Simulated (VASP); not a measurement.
# Pd (Fm-3m) in VASP: single point with PBE

Aim: the single point of Pd with PBE.

Program: VASP 6.6.1. These are calculated values, not measurements. Logs are shortened: lines on timing, memory, paths and dates and some standing lists are left out, and cuts for length are marked.

**1. The cell of the first run**

The structure is cubic, space group Fm-3m (No. 225). The conventional cell has a = 3.948 Å, b = 3.948 Å, c = 3.948 Å, α = 90.00°, β = 90.00°, γ = 90.00°. Pd (site symmetry m-3m) has 12 Pd at 2.79 Å within 3.7 Å.

**2. Single point, PBE**

INCAR reads:

```
PREC = Accurate
ENCUT = 500
EDIFF = 1E-6
ISMEAR = 0
SIGMA = 0.1
LREAL = F
LASPH = T
NELM = 120
ALGO = Normal
ISIF = 2
LWAVE = F
LCHARG = F
GGA = PE
NBANDS = 11
GGA_COMPAT = F
```

KPOINTS reads:

```
regular mesh
0
Gamma
  8 8 8
```

POSCAR reads:

```
Pd
1.0
    0.0000000000      1.9738713498      1.9738713498
    1.9738713498      0.0000000000      1.9738713498
    1.9738713498      1.9738713498      0.0000000000
Pd
1
Direct
    0.0000000000      0.0000000000      0.0000000000
```

Potentials or basis: VASP PAW PBE potentials, release 64 (Pd).

The run is started by

```bash
> cat potpaw_PBE.64/Pd/POTCAR > POTCAR
> mpirun -np 1 vasp_std > vasp.out
```

OUTCAR:

```text
PREC = Accurate
   ENCUT = 500
   EDIFF = 1E-6
   ISMEAR = 0
   LREAL = F
   LASPH = T
   NELM = 120
   ISIF = 2
   GGA = PE

 ion  position               nearest neighbor table
   1  0.000  0.000  0.000-

  LATTYP: Found a face centered cubic cell.
 ALAT       =     3.9477426996

  Lattice vectors:

 A1 = (   0.0000000000,   1.9738713498,   1.9738713498)
 A2 = (   1.9738713498,   0.0000000000,   1.9738713498)
 A3 = (   1.9738713498,   1.9738713498,   0.0000000000)

Analysis of symmetry for initial positions (statically):
=====================================================================
 Subroutine PRICEL returns:
 Original cell was already a primitive cell.

 Routine SETGRP: Setting up the symmetry group for a
 face centered cubic supercell.

 Subroutine GETGRP returns: Found 48 space group operations
 (whereof 48 operations were pure point group operations)
 out of a pool of 48 trial point group operations.

The static configuration has the point symmetry O_h .

Analysis of symmetry for dynamics (positions and initial velocities):
=====================================================================
 Subroutine PRICEL returns:
 Original cell was already a primitive cell.

 Routine SETGRP: Setting up the symmetry group for a
 face centered cubic supercell.

 Subroutine GETGRP returns: Found 48 space group operations
 (whereof 48 operations were pure point group operations)
 out of a pool of 48 trial point group operations.

The dynamic configuration has the point symmetry O_h .

 Subroutine INISYM returns: Found 48 space group operations
 (whereof 48 operations are pure point group operations),
 and found     1 'primitive' translations

----------------------------------------------------------------------------------------

                                     Primitive cell

  volume of cell :      15.3811

  direct lattice vectors                    reciprocal lattice vectors
     0.000000000  1.973871350  1.973871350    -0.253309315  0.253309315  0.253309315
     1.973871350  0.000000000  1.973871350     0.253309315 -0.253309315  0.253309315
     1.973871350  1.973871350  0.000000000     0.253309315  0.253309315 -0.253309315

  length of vectors
     2.791475633  2.791475633  2.791475633     0.438744604  0.438744604  0.438744604

  position of ions in fractional coordinates (direct lattice)
     0.000000000  0.000000000  0.000000000

  ion indices of the primitive-cell ions
   primitive index   ion index
[... 73 lines left out ...]
   EDIFF  = 0.1E-05   stopping-criterion for ELM
   LREAL  =      F    real-space projection
   EDIFFG = 0.1E-04   stopping-criterion for IOM
   NSW    =      0    number of steps for IOM
   IBRION =     -1    ionic relax: 0-MD 1-quasi-New 2-CG
   NFREE  =      0    steps in history (QN), initial steepest desc. (CG)
   ISIF   =      2    stress and relaxation
   ISYM   =      2    0-nonsym 1-usesym 2-fastsym
   POTIM  = 0.5000    time-step for ionic-motion
   TEBEG  =    0.0;   TEEND  =   0.0 temperature during run
   PSTRESS=    0.0 pullay stress
   NELECT =      10.0000    total number of electrons
   NUPDOWN=      -1.0000    fix difference up-down
   EMIN   =  10.00;   EMAX   =-10.00  energy-range for DOS
   EFERMI =   0.00;   METHOD = LEGACY
   ISMEAR =     0;   SIGMA  =   0.10  broadening in eV -4-tet -1-fermi 0-gaus
   EFERMI_NEDOS =   21; number of points for ismear=-14 and -15
   IALGO  =     38    algorithm
   IMIX   =      4    mixing-type and parameters
     AMIX     =   0.40;   BMIX     =  1.00
     AMIX_MAG =   1.60;   BMIX_MAG =  1.00
  volume/ion in A,a.u.               =      15.38       103.80
  Fermi-wavevector in a.u.,A,eV,Ry     =   1.418228  2.680062 27.366351  2.011370
  Thomas-Fermi vector in A             =   2.539375
   LORBIT       =      0    0 simple, 1 ext, 2 COOP (PROOUT), +10 PAW based schemes
   GGA     = PE    functional components
   LHFCALC =     F    Hartree Fock is set to
   AEXX    =    0.0000 exact exchange contribution
   IVDW    =     0    specifies the selected vdW correction
   LEPSILON=     F    determine dielectric tensor
   LRPA    =     F    only Hartree local field effects (RPA)
 non-spin polarized calculation
 Gauss-broadening in eV      SIGMA  =   0.10
  energy-cutoff  :      500.00
  volume of cell :       15.38
 maximum number of plane-waves:       399
   NGX = 11   NGY = 11   NGZ = 11

 number of electron      10.0000000 magnetization

 number of electron       9.9999995 magnetization

 Free energy of the ion-electron system (eV)
  ---------------------------------------------------
  ext. energy  EPLUGINS =         0.00000000
  ---------------------------------------------------
  free energy    TOTEN  =        -5.20405656 eV

  energy without entropy =       -5.19259382  energy(sigma->0) =       -5.19832519

 E-fermi :   9.1902     XC(G=0): -12.9182

 val. band max:        9.1857113632   @ k =   0.5000   0.2500   0.0000
 cond. band min:       9.2716760864   @ k =   0.5000   0.3750   0.0000
 fundamental gap:      0.0859647232
 Fermi energy:         9.1901886151

 k-point     1 :       0.0000    0.0000    0.0000
  band No.  band energies     occupation
      1       2.2731      2.00000
      2       6.4731      2.00000
      3       6.4731      2.00000
      4       6.4731      2.00000
      5       7.9743      2.00000
      6       7.9743      2.00000
      7      26.2583      0.00000
      8      30.7912      0.00000
      9      30.7912      0.00000
     10      30.7912      0.00000
     11      35.4869      0.00000
[... 309 lines left out ...]
 k-point    24 :      -0.3750    0.2500    0.1250
  band No.  band energies     occupation
      1       5.0282      2.00000
      2       5.7351      2.00000
      3       6.8485      2.00000
      4       7.2855      2.00000
      5       8.9785      1.99724
      6      13.8455      0.00000
      7      16.2031      0.00000
      8      24.4566      0.00000
      9      24.6602      0.00000
     10      29.9493      0.00000
     11      35.4072      0.00000

 [... further k-points ...]
[... 5 lines left out ...]
  --------------------------------------------------------------------------------------
  -------------------------------------------------------------------------------------
  Total       -0.0125588     -0.0125588     -0.0125588      0.0000000      0.0000000     -0.0000000
  in kB       -1.3081954     -1.3081954     -1.3081954      0.0000000      0.0000000     -0.0000000
  external PRESSURE =      -1.3081954 kB  Pullay stress =       0.0000000 kB

 VOLUME and BASIS-vectors are now :
 -----------------------------------------------------------------------------
  energy-cutoff  :      500.00
  volume of cell :       15.38
      direct lattice vectors                 reciprocal lattice vectors
     0.000000000  1.973871350  1.973871350    -0.253309315  0.253309315  0.253309315
     1.973871350  0.000000000  1.973871350     0.253309315 -0.253309315  0.253309315
     1.973871350  1.973871350  0.000000000     0.253309315  0.253309315 -0.253309315

 POSITION                                       TOTAL-FORCE (eV/Angst)
 -----------------------------------------------------------------------------------
      0.00000      0.00000      0.00000         0.000000      0.000000      0.000000
 -----------------------------------------------------------------------------------
    total drift:                                0.000000     -0.000000      0.000000

  FREE ENERGIE OF THE ION-ELECTRON SYSTEM (eV)
  ---------------------------------------------------
  free  energy   TOTEN  =        -5.2040565617 eV

  energy  without entropy=       -5.1925938151  energy(sigma->0) =       -5.19832519
```

OSZICAR:

```text
N       E                     dE             d eps       ncg     rms          rms(c)
DAV:   1     0.424789713246E+02    0.42479E+02   -0.50104E+03   638   0.820E+02
DAV:   2    -0.485793868018E+01   -0.47337E+02   -0.45597E+02   713   0.179E+02
DAV:   3    -0.545331826398E+01   -0.59538E+00   -0.59252E+00   748   0.215E+01
DAV:   4    -0.545592050539E+01   -0.26022E-02   -0.26019E-02   779   0.159E+00
DAV:   5    -0.545595202936E+01   -0.31524E-04   -0.31523E-04   864   0.154E-01    0.690E+00
DAV:   6    -0.521406844902E+01    0.24188E+00   -0.10471E+00   773   0.836E+00    0.341E+00
DAV:   7    -0.520710799773E+01    0.69605E-02   -0.70105E-03   783   0.615E-01    0.187E+00
DAV:   8    -0.520404921196E+01    0.30588E-02   -0.84999E-04   781   0.197E-01    0.305E-02
DAV:   9    -0.520405372392E+01   -0.45120E-05   -0.19241E-05   814   0.355E-02    0.114E-02
DAV:  10    -0.520405674872E+01   -0.30248E-05   -0.19229E-06   749   0.131E-02    0.211E-03
DAV:  11    -0.520405656166E+01    0.18706E-06   -0.31820E-08   478   0.137E-03
   1 F= -.52040566E+01 E0= -.51983252E+01  d E =-.114627E-01
```

stdout:

```text
POSCAR found type information on POSCAR Pd
 POSCAR found :  1 types and       1 ions
 scaLAPACK will be used
 LDA part: xc-table for (Slater+PW92), standard interpolation
 POSCAR, INCAR and KPOINTS ok, starting setup
 FFT: planning ... GRIDC
 FFT: planning ... GRID_SOFT
 FFT: planning ... GRID
 WAVECAR not read
 entering main loop
```

It took 6.6 s on 1 thread of Intel Xeon 8259CL, shared host; peak memory 0.12 GiB.

Results:

| Quantity | Value |
| --- | --- |
| Free energy | -5.2041 eV |
| Pressure | -0.1 GPa |
| Band gap on the k mesh | zero (band 5 reaches 9.40 eV, above the bottom of band 6 at 7.91 eV) |
